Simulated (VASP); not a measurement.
Write the native input for VASP 6.6.1 that does the following.

```
Task                    : single point
Functional              : PBE
Potentials or basis     : VASP PAW PBE potentials, release 64 (Ta_pv, Al, N)
Cutoff                  : 520 eV
k mesh                  : 12 × 10 × 4
Occupations             : gaussian, width 0.1 eV
Spin                    : no spin polarisation
Dipole correction       : no
k mesh for the DOS      : 18 × 15 × 6
Occupations for the DOS : tetrahedron
Further INCAR settings  : ALGO = Fast; EDIFF = 1e-06
```

Ta5AlN6:

```
Ta Al N
1.0
     2.99050    0.00000    0.00000
     0.00000    4.34960    0.00000
     0.00000    0.00000    9.65240
Ta Al N
5 1 6
Direct
  0.00000 0.00000 0.00000
  0.00000 0.00000 0.32646
  0.00000 0.00000 0.67354
  0.50000 0.50000 0.82024
  0.50000 0.50000 0.17976
  0.50000 0.50000 0.50000
  0.00000 0.50000 0.36083
  0.00000 0.50000 0.63917
  0.50000 0.00000 0.84004
  0.00000 0.50000 0.00000
  0.50000 0.00000 0.15996
  0.50000 0.00000 0.50000
```

One way to write it, as run:

POSCAR

```
Ta5AlN6
1.0
    2.9905048978      0.0000000000      0.0000000000
    0.0000000000      4.3495969877      0.0000000000
    0.0000000000      0.0000000000      9.6523980004
Ta Al N
5 1 6
Direct
    0.0000000000      0.0000000000      0.0000000000
    0.0000000000      0.0000000000      0.3264628079
    0.0000000000      0.0000000000      0.6735371921
    0.5000000000      0.5000000000      0.8202370467
    0.5000000000      0.5000000000      0.1797629533
    0.5000000000      0.5000000000      0.5000000000
    0.0000000000      0.5000000000      0.3608267154
    0.0000000000      0.5000000000      0.6391732846
    0.5000000000      0.0000000000      0.8400395815
    0.0000000000      0.5000000000      0.0000000000
    0.5000000000      0.0000000000      0.1599604185
    0.5000000000      0.0000000000      0.5000000000
```

INCAR.step1

```
PREC = Accurate
ENCUT = 520
EDIFF = 1E-6
ISMEAR = 0
SIGMA = 0.1
LREAL = F
LASPH = T
NELM = 100
ALGO = Fast
ISIF = 2
LWAVE = F
LCHARG = T
LMAXMIX = 4
GGA = PE
NBANDS = 56
```

KPOINTS.step1

```
regular mesh
0
Gamma
  12 10 4
```

INCAR.step2

```
PREC = Accurate
ENCUT = 520
EDIFF = 1E-6
ISMEAR = -5
SIGMA = 0.1
LREAL = F
LASPH = T
NELM = 100
ALGO = Fast
ISIF = 2
LWAVE = F
LCHARG = F
LMAXMIX = 4
GGA = PE
LORBIT = 11
NEDOS = 1001
ICHARG = 11
```

KPOINTS.step2

```
regular mesh
0
Gamma
  18 15 6
```

Potentials or basis: VASP PAW PBE potentials, release 64 (Ta_pv, Al, N).

The run is started by

```console
$ cat potpaw_PBE.64/Ta_pv/POTCAR potpaw_PBE.64/Al/POTCAR potpaw_PBE.64/N/POTCAR > POTCAR
$ cp INCAR.step1 INCAR
$ cp KPOINTS.step1 KPOINTS
$ mpirun -np 1 vasp_std > vasp.out
$ cp INCAR.step2 INCAR
$ cp KPOINTS.step2 KPOINTS
$ mpirun -np 1 vasp_std > vasp.out
```

It gave:

```yaml
Valence_electrons_inside_the_program's_atomic_spheres: Ta 8.94, 8.93 (each value once); Al 0.68; N 3.77, 3.79, 3.74 (each value once)
```

It took 81 min on 1 thread of Oxide Virtual Turin-like Processor (shared host), peak memory 1.4 GiB.
